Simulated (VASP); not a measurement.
# Sr (P6_3/mmc) in VASP: relaxation of cell and atoms with PBE

Aim: the relaxation of cell and atoms of Sr with PBE.

Everything below comes from runs of VASP 6.6.1. Logs are shortened: lines on timing, memory, paths and dates and some standing lists are left out, and cuts for length are marked.

## Step 1: The cell of the first run

The structure is hexagonal, space group P6_3/mmc (No. 194). The conventional cell has a = 3.641 Å, b = 3.641 Å, c = 5.898 Å, α = 90.00°, β = 90.00°, γ = 120.00°. Within 4.8 Å of Sr (site symmetry -6m2) lie 12 Sr at 3.62 to 3.64 Å.

This isn't the form of Sr at room conditions, which is fcc.

## Step 2: Relaxation of cell and atoms, PBE, target pressure 12 GPa, at which the enthalpy is minimised

File INCAR:

```
SYSTEM = Sr
ALGO     = Normal         ! electronic algorithm
EDIFF    = 1E-6           ! SCF threshold, eV
EDIFFG   = -0.005         ! ionic threshold
ENCUT    = 600            ! plane-wave cutoff, eV
GGA      = PE             ! functional
IBRION   = 2              ! ionic algorithm
ISIF     = 3              ! what is computed and relaxed
ISMEAR   = -1             ! smearing method
LASPH    = .TRUE.         ! aspherical terms in the spheres
LCHARG   = .FALSE.        ! write CHGCAR
LREAL    = .FALSE.        ! projectors in reciprocal space
LWAVE    = .FALSE.        ! write WAVECAR
NELM     = 60             ! most SCF steps
NSW      = 60             ! ionic steps
PREC     = Accurate       ! precision mode
PSTRESS  = 120.0        
SIGMA    = 0.1            ! smearing width, eV
```

File KPOINTS:

```
k-points
0
G
  12 12 7
  0 0 0
```

File POSCAR:

```
Sr
1.0
    3.6406530807      0.0000000000      0.0000000000
   -1.8203265403      3.1528980542      0.0000000000
    0.0000000000      0.0000000000      5.8978579907
Sr
2
Direct
    0.3333333333      0.6666666667      0.2500000000
    0.6666666667      0.3333333333      0.7500000000
```

Potentials or basis: VASP PAW PBE potentials, release 64 (Sr_sv).

Command:

```sh
$ cat potpaw_PBE.64/Sr_sv/POTCAR > POTCAR
$ mpirun -np 1 vasp_std > vasp.out
```

OUTCAR:

```text
SYSTEM = Sr
   EDIFF = 1E-6
   EDIFFG = -0.005
   ENCUT = 600
   GGA = PE
   IBRION = 2
   ISIF = 3
   ISMEAR = -1
   LASPH = .TRUE.
   LREAL = .FALSE.
   NELM = 60
   NSW = 60
   PREC = Accurate
   PSTRESS = 120.0

 ion  position               nearest neighbor table
   1  0.333  0.667  0.250-   2 3.62   2 3.62   2 3.62   2 3.62   2 3.62   2 3.62
   2  0.667  0.333  0.750-   1 3.62   1 3.62   1 3.62   1 3.62   1 3.62   1 3.62

  LATTYP: Found a hexagonal cell.
 ALAT       =     3.6406530807
 C/A-ratio  =     1.6200000000

  Lattice vectors:

 A1 = (   3.6406530807,   0.0000000000,   0.0000000000)
 A2 = (  -1.8203265403,   3.1528980542,   0.0000000000)
 A3 = (   0.0000000000,   0.0000000000,   5.8978579907)

Analysis of symmetry for initial positions (statically):
=====================================================================
 Subroutine PRICEL returns:
 Original cell was already a primitive cell.

 Routine SETGRP: Setting up the symmetry group for a
 hexagonal supercell.

 Subroutine GETGRP returns: Found 24 space group operations
 (whereof 12 operations were pure point group operations)
 out of a pool of 24 trial point group operations.

The static configuration has the point symmetry D_3d.
 The point group associated with its full space group is D_6h.

Analysis of symmetry for dynamics (positions and initial velocities):
=====================================================================
 Subroutine PRICEL returns:
 Original cell was already a primitive cell.

 Routine SETGRP: Setting up the symmetry group for a
 hexagonal supercell.

 Subroutine GETGRP returns: Found 24 space group operations
 (whereof 12 operations were pure point group operations)
 out of a pool of 24 trial point group operations.

The dynamic configuration has the point symmetry D_3d.
 The point group associated with its full space group is D_6h.

 Subroutine INISYM returns: Found 24 space group operations
 (whereof 12 operations are pure point group operations),
 and found     1 'primitive' translations

----------------------------------------------------------------------------------------

                                     Primitive cell

  volume of cell :      67.6992

  direct lattice vectors                    reciprocal lattice vectors
     3.640653081  0.000000000  0.000000000     0.274675993  0.158584258  0.000000000
    -1.820326540  3.152898054  0.000000000     0.000000000  0.317168517  0.000000000
     0.000000000  0.000000000  5.897857991     0.000000000  0.000000000  0.169553082

  length of vectors
     3.640653081  3.640653081  5.897857991     0.317168517  0.317168517  0.169553082

  position of ions in fractional coordinates (direct lattice)
     0.333333333  0.666666667  0.250000000
[... 83 lines left out ...]
   NFREE  =      1    steps in history (QN), initial steepest desc. (CG)
   ISIF   =      3    stress and relaxation
   ISYM   =      2    0-nonsym 1-usesym 2-fastsym
   POTIM  = 0.5000    time-step for ionic-motion
   TEBEG  =    0.0;   TEEND  =   0.0 temperature during run
   PSTRESS=  120.0 pullay stress
   NELECT =      20.0000    total number of electrons
   NUPDOWN=      -1.0000    fix difference up-down
   EMIN   =  10.00;   EMAX   =-10.00  energy-range for DOS
   EFERMI =   0.00;   METHOD = LEGACY
   ISMEAR =    -1;   SIGMA  =   0.10  broadening in eV -4-tet -1-fermi 0-gaus
   EFERMI_NEDOS =   21; number of points for ismear=-14 and -15
   IALGO  =     38    algorithm
   IMIX   =      4    mixing-type and parameters
     AMIX     =   0.40;   BMIX     =  1.00
     AMIX_MAG =   1.60;   BMIX_MAG =  1.00
  volume/ion in A,a.u.               =      33.85       228.43
  Fermi-wavevector in a.u.,A,eV,Ry     =   1.090328  2.060420 16.174799  1.188814
  Thomas-Fermi vector in A             =   2.226550
   LORBIT       =      0    0 simple, 1 ext, 2 COOP (PROOUT), +10 PAW based schemes
   GGA     = PE    functional components
   LHFCALC =     F    Hartree Fock is set to
   AEXX    =    0.0000 exact exchange contribution
   IVDW    =     0    specifies the selected vdW correction
   LEPSILON=     F    determine dielectric tensor
   LRPA    =     F    only Hartree local field effects (RPA)
 conjugate gradient relaxation of ions
 non-spin polarized calculation
  energy-cutoff  :      600.00
  volume of cell :       67.70
 maximum number of plane-waves:      2297
 NGX is ok and might be reduce to    30
   NGX = 15   NGY = 15   NGZ = 23

--------------------------------------- Ionic step        1  -------------------------------------------

 number of electron      20.0000000 magnetization

 Free energy of the ion-electron system (eV)
  ---------------------------------------------------
  ext. energy  EPLUGINS =         0.00000000
  ---------------------------------------------------
  free energy    TOTEN  =        -2.17731423 eV

  energy without entropy =       -2.10721744  energy(sigma->0) =       -2.14226584

 E-fermi :   3.4652     XC(G=0):  -8.9961

 val. band max:        3.4583135000   @ k =   0.4167   0.0000   0.1429
 cond. band min:       3.4776176770   @ k =   0.4167   0.0833   0.1429
 fundamental gap:      0.0193041769
 Fermi energy:         3.4652424623

 k-point     1 :       0.0000    0.0000    0.0000
  band No.  band energies     occupation
      1     -32.2689      2.00000
      2     -32.1461      2.00000
      3     -14.8310      2.00000
      4     -14.0002      2.00000
      5     -14.0002      2.00000
      6     -13.8775      2.00000
      7     -13.8775      2.00000
      8     -13.8619      2.00000
      9      -0.6084      2.00000
     10       2.1512      2.00000
     11       4.9392      0.00000
     12       6.3185      0.00000
     13       6.3185      0.00000
     14       6.4288      0.00000
[... 500 lines left out ...]
  energy  without entropy=       -2.0393049039  energy(sigma->0) =       -2.07334993

  enthalpy is  TOTEN    =         2.8898142705 eV   P V=        4.9972092170

[... ionic steps 4 to 7 ...]

--------------------------------------- Ionic step        8  -------------------------------------------

 number of electron      20.0000000 magnetization

------------------------ aborting loop because EDIFF is reached ----------------------------------------
[... 71 lines left out ...]
--------------------------------------- Ionic step       10  -------------------------------------------

 number of electron      20.0000000 magnetization

 Free energy of the ion-electron system (eV)
  ---------------------------------------------------
  ext. energy  EPLUGINS =         0.00000000
  ---------------------------------------------------
  free energy    TOTEN  =        -2.13514251 eV

  energy without entropy =       -2.06737013  energy(sigma->0) =       -2.10125632

 E-fermi :   3.5076     XC(G=0):  -9.0311

 val. band max:        3.5053168503   @ k =   0.2500   0.1667   0.0000
 cond. band min:       3.5256080383   @ k =   0.3333   0.0000   0.0000
 fundamental gap:      0.0202911880
 Fermi energy:         3.5075709052

 k-point     1 :       0.0000    0.0000    0.0000
  band No.  band energies     occupation
      1     -32.2191      2.00000
      2     -32.1019      2.00000
      3     -14.7666      2.00000
      4     -13.9226      2.00000
      5     -13.9226      2.00000
      6     -13.8110      2.00000
      7     -13.8102      2.00000
      8     -13.8102      2.00000
      9      -0.5661      2.00000
     10       2.1732      2.00000
     11       4.8869      0.00000
     12       6.3126      0.00000
     13       6.4158      0.00000
     14       6.4158      0.00000
[... 424 lines left out ...]
  energy  without entropy=       -2.0673701292  energy(sigma->0) =       -2.10125632

  enthalpy is  TOTEN    =         2.8891532681 eV   P V=        5.0242957796

 reached required accuracy - stopping structural energy minimisation
```

OSZICAR:

```text
N       E                     dE             d eps       ncg     rms          rms(c)
DAV:   1     0.116808169403E+03    0.11681E+03   -0.10924E+04  2128   0.143E+03
DAV:   2     0.597161444861E+01   -0.11084E+03   -0.10911E+03  2716   0.284E+02
[... 74 lines left out ...]
       N       E                     dE             d eps       ncg     rms          rms(c)
DAV:   1    -0.213518978441E+01    0.30574E-02   -0.13300E-03  2440   0.300E-01    0.565E-02
DAV:   2    -0.213515258078E+01    0.37204E-04   -0.11434E-04  2904   0.828E-02    0.229E-02
DAV:   3    -0.213513713203E+01    0.15449E-04   -0.47063E-05  3716   0.445E-02    0.174E-02
DAV:   4    -0.213513998781E+01   -0.28558E-05   -0.38472E-06  1784   0.755E-03    0.825E-03
DAV:   5    -0.213514239709E+01   -0.24093E-05   -0.73221E-06  3102   0.146E-02    0.289E-03
DAV:   6    -0.213514251143E+01   -0.11434E-06   -0.18765E-07  1076   0.274E-03
  10 F= 0.28891533E+01 E0= 0.29230395E+01  d E =0.776105E-06
```

CONTCAR:

```text
Sr
   1.00000000000000
     3.6036735406373981    0.0000000000346935    0.0000000000000000
    -1.8018367702391613    3.1208728330058770   -0.0000000000000000
     0.0000000000000000   -0.0000000000000000    5.9646233030757045
  Sr
     2
Direct
     0.3333333332999970    0.6666666667000030    0.2500000000000000
     0.6666666667000030    0.3333333332999970    0.7500000000000000

  0.00000000E+00  0.00000000E+00  0.00000000E+00
  0.00000000E+00  0.00000000E+00  0.00000000E+00
```

Wall time 2.8 min (1 thread of Intel Xeon 6975P-C (Granite Rapids), shared host); peak memory 0.26 GiB.

Results:

```yaml
Free_energy: -2.1351 eV
Relaxed_volume: 33.54 Å³/atom
Relaxed_cell: a = 3.604 Å, b = 3.604 Å, c = 5.965 Å, α = 90.00°, β = 90.00°, γ = 120.00°
Space_group_after_relaxing_to_0.1_Å: P6_3/mmc (No. 194)
Energy_change_on_relaxing_the_run_minimises_the_enthalpy: +21.1 meV/atom
Ionic_steps: 10
Pressure_after_relaxing: 12.0 GPa
Band_gap_on_the_k_mesh: zero (bands 10 and 11 overlap by 0.70 eV)
```

The path:
| step | energy change (eV) | largest force (eV/Å) | pressure (GPa) | volume (Å³) |
| --- | --- | --- | --- | --- |
| 1 | 0.0000 | 0.0000 | 11.63 | 67.70 |
| 2 | 0.0539 | 0.0000 | 12.10 | 66.94 |
| 3 | 0.0699 | 0.0000 | 12.23 | 66.72 |
| 4 | 0.0438 | 0.0000 | 12.03 | 67.06 |
| 5 | 0.0398 | 0.0000 | 12.04 | 67.11 |
| 6 | 0.0320 | 0.0000 | 11.94 | 67.22 |
| 7 | 0.0372 | 0.0000 | 11.98 | 67.15 |
| 8 | 0.0383 | 0.0000 | 11.97 | 67.13 |
| 9 | 0.0391 | 0.0000 | 11.98 | 67.12 |
| 10 | 0.0422 | 0.0000 | 12.02 | 67.08 |

Final structure:
```
Sr
1.0
     3.60367    0.00000    0.00000
    -1.80184    3.12087    0.00000
     0.00000    0.00000    5.96462
Sr
2
Direct
  0.33333 0.66667 0.25000
  0.66667 0.33333 0.75000
```

Caveat: the cell is relaxed towards a set pressure, so the run minimises the enthalpy, not the energy.
